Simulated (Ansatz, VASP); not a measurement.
# One calculation of Hf, two programs

```xyz
2
Lattice="2.6639 0.0000 0.0000 -1.3320 2.3070 0.0000 0.0000 0.0000 4.5007" Properties=species:S:1:pos:R:3 pbc="T T T"
Hf    0.0000    1.5380    1.1252
Hf    1.3320    0.7690    3.3755
```

Change from the starting cell: volume scaled by 0.64, PAW files.

Alike in both runs: task single point; functional PBEsol; k mesh 14 × 14 × 8; occupations fermi-dirac, width 0.08 eV; no spin polarisation.

```csv
,VASP,Ansatz
version,VASP 6.6.1,Ansatz 0.2.0
potentials or method,"VASP PAW PBE potentials, release 64 (Hf_pv)","PAW with Ansatz's default frozen-core files, scalar-relativistic"
plane-wave cutoff (eV),520,420
valence electrons in the cell,20,52
```

Ansatz gave:

| Item | Value |
| --- | --- |
| pressure (GPa) | 105.3 |
| traceless stress, the component that is largest in VASP (GPa) | 0.07 |

Question: Estimate VASP's values.

Answer: Pressure (GPa): 104.1; traceless stress, the component that is largest in VASP (GPa): -0.27.

VASP's potentials were made for PBE, not for PBEsol. Both programs put the cell under a high pressure, so it lies far from rest at this level. With one functional, cell and mesh, what is left measures potentials, basis and numerics. VASP's potentials hold 20 valence electrons a cell and Ansatz's 52, so a difference there can come from the potentials and not from the codes.

Spin-orbit coupling is off throughout. Noted on VASP's run: the cell as given lies far from equilibrium.
